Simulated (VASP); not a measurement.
Runs of VASP 6.6.1 on CdGa2O3. The structure is that of space group P4/mmm (No. 123), or close to it. The cells are those of the table. 

```csv
task,cell,k mesh,cutoff (eV),gap on the mesh (eV),pressure (GPa),largest force (eV/Å)
relaxation of cell and atoms,"relaxed from a = 3.027, b = 3.027, c = 9.051 Å, 6 atoms",6 × 6 × 2,600,none,-0.2,0.03
single point,"a = 2.871, b = 2.871, c = 8.619 Å, 6 atoms",14 × 14 × 6,520,none,(a),(b)
single point,"a = 3.027, b = 3.027, c = 9.051 Å, 6 atoms",6 × 6 × 2,520,none,-13.0,0.33
single point,"a = 2.874, b = 2.874, c = 8.585 Å, 6 atoms",6 × 6 × 2,520,none,0.7,0.05
```

Alike in all rows: level PBE; potentials or basis VASP PAW PBE potentials, release 64 (Cd, Ga_d, O); no spin polarisation; smearing gaussian 0.1 eV.

Question: Estimate the missing entries.

Answer: (a) 0.6; (b) 0.04.

Caveats: some runs use coarse meshes.

A k mesh can miss the band edges, and the runs leave out spin-orbit coupling on Cd, Ga.

A gap of «none» marks levels without a gap at the run's occupations.
